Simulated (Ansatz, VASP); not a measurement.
One calculation of Ge, two programs

POSCAR

```
Ge
1.0
    1.3975921240     -2.6020010848      0.0000000000
    1.3975921240      2.6020010848      0.0000000000
    0.0000000000      0.0000000000      5.2992283745
Ge
2
Direct
    0.5002627511      0.4997372489      0.2500000000
    0.4997372489      0.5002627511      0.7500000000
```

INCAR.step1

```
SYSTEM = Ge
PREC     = Accurate       ! precision mode
ENCUT    = 520            ! plane-wave cutoff, eV
ISMEAR   = 0              ! smearing method
SIGMA    = 0.15           ! smearing width, eV
LREAL    = .False.        ! projectors in reciprocal space
LASPH    = .True.         ! aspherical terms in the spheres
NELM     = 60             ! most SCF steps
NBANDS   = 21             ! bands
GGA      = PE             ! functional
ALGO     = Normal         ! electronic algorithm
EDIFF    = 1E-4           ! SCF threshold, eV
LWAVE    = .True.         ! write WAVECAR
LCHARG   = .False.        ! write CHGCAR
```

File INCAR.step2:

```
SYSTEM = Ge
PREC     = Accurate       ! precision mode
ENCUT    = 520            ! plane-wave cutoff, eV
EDIFF    = 1E-6           ! SCF threshold, eV
ISMEAR   = 0              ! smearing method
SIGMA    = 0.15           ! smearing width, eV
LREAL    = .False.        ! projectors in reciprocal space
LASPH    = .True.         ! aspherical terms in the spheres
NELM     = 60             ! most SCF steps
ALGO     = Normal         ! electronic algorithm
ISIF     = 2              ! what is computed and relaxed
LWAVE    = .False.        ! write WAVECAR
LCHARG   = .False.        ! write CHGCAR
METAGGA  = R2SCAN         ! meta-GGA
LMIXTAU  = .True.       
NBANDS   = 21             ! bands
ISTART   = 1
```

File KPOINTS:

```
regular mesh
0
Gamma
  24 24 12
  0 0 0
```

Input for Ansatz:

```yaml
crystal:
  lattice:
    - [1.397592124, -2.6020010848, 0.0]
    - [1.397592124, 2.6020010848, 0.0]
    - [0.0, 0.0, 5.2992283745]
  atoms:
    - { symbol: Ge, position: [0.5002627511, 0.4997372489, 0.25] }
    - { symbol: Ge, position: [0.4997372489, 0.5002627511, 0.75] }
basis:
  ecutwfc: 500
kpoints:
  mp_grid: { grid: [24, 24, 12] }
hamiltonian:
  xc: r2scan
scf:
  occupations: { method: gaussian, width: 0.15 }
output:
  forces: true
  stress: true
  eigenvalues: true
```

Change from the starting cell: strain +0.0300 x Voigt [0, 1, 0, 0, 0, 0], atoms carried along.

Alike in both runs: task single point; functional r2SCAN; k mesh 24 × 24 × 12; occupations gaussian, width 0.15 eV; no spin polarisation.

|  | VASP | Ansatz |
| --- | --- | --- |
| version | VASP 6.6.1 | Ansatz 0.2.0 |
| potentials or method | VASP PAW PBE potentials, release 64 (Ge_d), cutoff 520 eV | scalar-relativistic, plane waves, PAW |
| valence electrons in the cell | 28 | 28 |

|  | VASP | Ansatz | Ansatz less VASP |
| --- | --- | --- | --- |
| gap on the k mesh at the Fermi level (eV) | none | none | - |
| pressure (GPa) | -2.1 | -2.0 | +0.10 |
| traceless stress, the component that is largest in VASP (GPa) | -1.91 | -1.90 | +0.010 |

VASP's potentials were made for PBE, not for r2SCAN. A gap of «none» marks a metal or a gap that the smearing closes.
